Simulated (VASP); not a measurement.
# PbS (rocksalt type) (Fm-3m) in VASP: density of states with PBE

Aim: the density of states of PbS (rocksalt type) with PBE.

Program: VASP 6.6.1. These are calculated values, not measurements. Logs are shortened: lines on timing, memory, paths and dates and some standing lists are left out, and cuts for length are marked.

**1. The cell of the first run**

Symmetry: Fm-3m, No. 225, cubic system. The conventional cell has a = 4.923 Å, b = 4.923 Å, c = 4.923 Å, α = 90.00°, β = 90.00°, γ = 90.00°. Pb (site symmetry m-3m) has 6 S at 2.46 Å within 3.2 Å. S (site symmetry m-3m) has 6 Pb at 2.46 Å within 3.2 Å.

**2. Density of states, PBE (volume scaled by 0.55)**

POSCAR

```
PbS
1.0
    0.0000000000      2.4614206454      2.4614206454
    2.4614206454      0.0000000000      2.4614206454
    2.4614206454      2.4614206454      0.0000000000
Pb S
1 1
Direct
    0.0000000000      0.0000000000      0.0000000000
    0.5000000000      0.5000000000      0.5000000000
```

INCAR.step1

```
SYSTEM = PbS
PREC = Accurate
ENCUT = 520
EDIFF = 1E-7
ISMEAR = -1
SIGMA = 0.1
LREAL = .FALSE.
LASPH = .TRUE.
NELM = 60
ALGO = Normal
ISIF = 2
LWAVE = .FALSE.
LCHARG = .TRUE.
GGA = PE
NBANDS = 17
```

KPOINTS.step1

```
Automatic mesh
0
G
  14 14 14
  0 0 0
```

INCAR.step2

```
SYSTEM = PbS
PREC = Accurate
ENCUT = 520
EDIFF = 1E-7
ISMEAR = -5
SIGMA = 0.1
LREAL = .FALSE.
LASPH = .TRUE.
NELM = 60
ALGO = Normal
ISIF = 2
LWAVE = .FALSE.
LCHARG = .FALSE.
GGA = PE
LORBIT = 11
NEDOS = 1001
ICHARG = 11
```

KPOINTS.step2

```
Automatic mesh
0
G
  21 21 21
  0 0 0
```

Potentials or basis: VASP PAW PBE potentials, release 64 (Pb_d, S).

Launch:

```console
$ cat potpaw_PBE.64/Pb_d/POTCAR potpaw_PBE.64/S/POTCAR > POTCAR
$ cp INCAR.step1 INCAR
$ cp KPOINTS.step1 KPOINTS
$ mpirun -np 1 vasp_std > vasp.out
$ cp INCAR.step2 INCAR
$ cp KPOINTS.step2 KPOINTS
$ mpirun -np 1 vasp_std > vasp.out
```

OUTCAR:

```text
SYSTEM = PbS
   PREC = Accurate
   ENCUT = 520
   EDIFF = 1E-7
   ISMEAR = -5
   LREAL = .FALSE.
   LASPH = .TRUE.
   NELM = 60
   ISIF = 2
   GGA = PE
   LORBIT = 11
   ICHARG = 11

 ion  position               nearest neighbor table
   1  0.000  0.000  0.000-   2 2.46   2 2.46   2 2.46   2 2.46   2 2.46   2 2.46
   2  0.500  0.500  0.500-   1 2.46   1 2.46   1 2.46   1 2.46   1 2.46   1 2.46

  LATTYP: Found a face centered cubic cell.
 ALAT       =     4.9228412908

  Lattice vectors:

 A1 = (   0.0000000000,   2.4614206454,   2.4614206454)
 A2 = (   2.4614206454,   0.0000000000,   2.4614206454)
 A3 = (   2.4614206454,   2.4614206454,   0.0000000000)

Analysis of symmetry for initial positions (statically):
=====================================================================
 Subroutine PRICEL returns:
 Original cell was already a primitive cell.

 Routine SETGRP: Setting up the symmetry group for a
 face centered cubic supercell.

 Subroutine GETGRP returns: Found 48 space group operations
 (whereof 48 operations were pure point group operations)
 out of a pool of 48 trial point group operations.

The static configuration has the point symmetry O_h .

Analysis of symmetry for dynamics (positions and initial velocities):
=====================================================================
 Subroutine PRICEL returns:
 Original cell was already a primitive cell.

 Routine SETGRP: Setting up the symmetry group for a
 face centered cubic supercell.

 Subroutine GETGRP returns: Found 48 space group operations
 (whereof 48 operations were pure point group operations)
 out of a pool of 48 trial point group operations.

The dynamic configuration has the point symmetry O_h .

 Subroutine INISYM returns: Found 48 space group operations
 (whereof 48 operations are pure point group operations),
 and found     1 'primitive' translations

----------------------------------------------------------------------------------------

                                     Primitive cell

  volume of cell :      29.8255

  direct lattice vectors                    reciprocal lattice vectors
     0.000000000  2.461420645  2.461420645    -0.203134723  0.203134723  0.203134723
     2.461420645  0.000000000  2.461420645     0.203134723 -0.203134723  0.203134723
     2.461420645  2.461420645  0.000000000     0.203134723  0.203134723 -0.203134723

  length of vectors
     3.480974459  3.480974459  3.480974459     0.351839660  0.351839660  0.351839660

  position of ions in fractional coordinates (direct lattice)
     0.000000000  0.000000000  0.000000000
     0.500000000  0.500000000  0.500000000

[... 93 lines left out ...]
   ISMEAR =    -5;   SIGMA  =   0.10  broadening in eV -4-tet -1-fermi 0-gaus
   EFERMI_NEDOS =   21; number of points for ismear=-14 and -15
   IALGO  =     38    algorithm
   IMIX   =      4    mixing-type and parameters
     AMIX     =   0.40;   BMIX     =  1.00
     AMIX_MAG =   1.60;   BMIX_MAG =  1.00
  volume/ion in A,a.u.               =      14.91       100.64
  Fermi-wavevector in a.u.,A,eV,Ry     =   1.432921  2.707829 27.936344  2.053263
  Thomas-Fermi vector in A             =   2.552496
   LORBIT       =     11    0 simple, 1 ext, 2 COOP (PROOUT), +10 PAW based schemes
   GGA     = PE    functional components
   LHFCALC =     F    Hartree Fock is set to
   AEXX    =    0.0000 exact exchange contribution
   IVDW    =     0    specifies the selected vdW correction
   LEPSILON=     F    determine dielectric tensor
   LRPA    =     F    only Hartree local field effects (RPA)
 non-spin polarized calculation
 Fermi weights with tetrahedron method with Bloechl corrections
  energy-cutoff  :      520.00
  volume of cell :       29.83
 maximum number of plane-waves:       825
 NGX is ok and might be reduce to    28

 number of electron      19.9999998 magnetization

 Free energy of the ion-electron system (eV)
  ---------------------------------------------------
  ext. energy  EPLUGINS =         0.00000000
  ---------------------------------------------------
  free energy    TOTEN  =        -3.81487860 eV

  energy without entropy =       -3.81487860  energy(sigma->0) =       -3.81487860

 E-fermi :  14.9021     XC(G=0): -12.6069

 val. band max:       14.9274710636   @ k =  -0.2381   0.1429   0.0476
 cond. band min:      14.8111684817   @ k =   0.4286   0.0952   0.0476
 fundamental gap:     -0.1163025819
 Fermi energy:        14.9021217573

 k-point     1 :       0.0000    0.0000    0.0000
  band No.  band energies     occupation
      1      -5.0614      2.00000
      2      -3.6501      2.00000
      3      -3.6501      2.00000
      4      -3.6196      2.00000
      5      -3.6196      2.00000
      6      -3.6196      2.00000
      7       9.8364      2.00000
      8       9.8364      2.00000
      9       9.8364      2.00000
     10      11.3045      2.00000
     11      20.3827      0.00000
     12      20.3827      0.00000
     13      20.3827      0.00000
     14      21.3145      0.00000
[... 377 lines left out ...]
      1      -3.9450      2.00000
      2      -3.9110      2.00000
      3      -3.7873      2.00000
      4      -3.3501      2.00000
      5      -3.3418      2.00000
      6      -2.3769      2.00000
      7       2.6289      2.00000
      8      10.5415      2.00000
      9      11.3087      2.00000
     10      14.0856      2.00000
     11      15.6171     -0.17671
     12      15.6312      0.00000
     13      17.8182      0.00000
     14      23.1150      0.00000

 [... further k-points ...]
[... 5 lines left out ...]
  --------------------------------------------------------------------------------------
  -------------------------------------------------------------------------------------
  Total       20.1345071     20.1345071     20.1345071      0.0000000      0.0000000     -0.0000000
  in kB     1081.5935114   1081.5935114   1081.5935114      0.0000000      0.0000000     -0.0000000
  external PRESSURE =    1081.5935114 kB  Pullay stress =       0.0000000 kB

 VOLUME and BASIS-vectors are now :
 -----------------------------------------------------------------------------
  energy-cutoff  :      520.00
  volume of cell :       29.83
      direct lattice vectors                 reciprocal lattice vectors
     0.000000000  2.461420645  2.461420645    -0.203134723  0.203134723  0.203134723
     2.461420645  0.000000000  2.461420645     0.203134723 -0.203134723  0.203134723
     2.461420645  2.461420645  0.000000000     0.203134723  0.203134723 -0.203134723

 POSITION                                       TOTAL-FORCE (eV/Angst)
 -----------------------------------------------------------------------------------
      0.00000      0.00000      0.00000        -0.000000     -0.000000     -0.000000
      2.46142      2.46142      2.46142         0.000000      0.000000      0.000000
 -----------------------------------------------------------------------------------
    total drift:                                0.000000      0.000000      0.000000

  FREE ENERGIE OF THE ION-ELECTRON SYSTEM (eV)
  ---------------------------------------------------
  free  energy   TOTEN  =        -3.8148786048 eV

  energy  without entropy=       -3.8148786048  energy(sigma->0) =       -3.81487860

 total charge

# of ion       s       p       d       tot
------------------------------------------
    1        1.429   1.105   9.975  12.508
    2        1.404   2.499   0.000   3.902
--------------------------------------------------
tot          2.832   3.604   9.975  16.410
```

OSZICAR.step1:

```text
N       E                     dE             d eps       ncg     rms          rms(c)
DAV:   1     0.167419517927E+03    0.16742E+03   -0.10298E+04  3633   0.148E+03
DAV:   2     0.633074417378E+01   -0.16109E+03   -0.15528E+03  3869   0.355E+02
DAV:   3    -0.395849581001E+01   -0.10289E+02   -0.10181E+02  4572   0.936E+01
DAV:   4    -0.418049344238E+01   -0.22200E+00   -0.22163E+00  4500   0.129E+01
DAV:   5    -0.418665029709E+01   -0.61569E-02   -0.61562E-02  5110   0.221E+00    0.192E+01
DAV:   6    -0.386636034834E+01    0.32029E+00   -0.46797E-01  5354   0.102E+01    0.114E+01
DAV:   7    -0.383008267358E+01    0.36278E-01   -0.23335E-01  5520   0.455E+00    0.151E+00
DAV:   8    -0.382439192629E+01    0.56907E-02   -0.34847E-02  5147   0.264E+00    0.105E+00
DAV:   9    -0.382459207643E+01   -0.20015E-03   -0.23609E-03  4160   0.406E-01    0.378E-01
DAV:  10    -0.382451006422E+01    0.82012E-04   -0.20664E-04  5492   0.285E-01    0.448E-02
DAV:  11    -0.382451234358E+01   -0.22794E-05   -0.24753E-05  4538   0.443E-02    0.912E-03
DAV:  12    -0.382451122178E+01    0.11218E-05   -0.35770E-06  4338   0.234E-02    0.441E-03
DAV:  13    -0.382451132323E+01   -0.10145E-06   -0.37319E-07  4459   0.587E-03    0.281E-03
DAV:  14    -0.382451144474E+01   -0.12151E-06   -0.53561E-08  2355   0.228E-03    0.231E-04
DAV:  15    -0.382451142346E+01    0.21286E-07   -0.52166E-09  2134   0.779E-04
   1 F= -.38245114E+01 E0= -.38164234E+01  d E =-.161761E-01
```

It took 56 s on 1 thread of Intel Xeon 6975P-C (Granite Rapids), shared host; peak memory 0.24 GiB.

Results:

| Quantity | Value |
| --- | --- |
| Valence electrons inside the program's atomic spheres | Pb 12.51; S 3.90 |

Levels at points of the mesh, in eV from the Fermi level:
| k point | band 8 | band 9 | band 10 | band 11 | band 12 | band 13 |
| --- | --- | --- | --- | --- | --- | --- |
| (0.00, 0.00, 0.00) | -5.07 | -5.07 | -3.60 | 5.48 | 5.48 | 5.48 |

Caveat: spin-orbit coupling is left out, which moves the levels of the heavy elements; tetrahedron occupations give inexact forces and stress in metals.
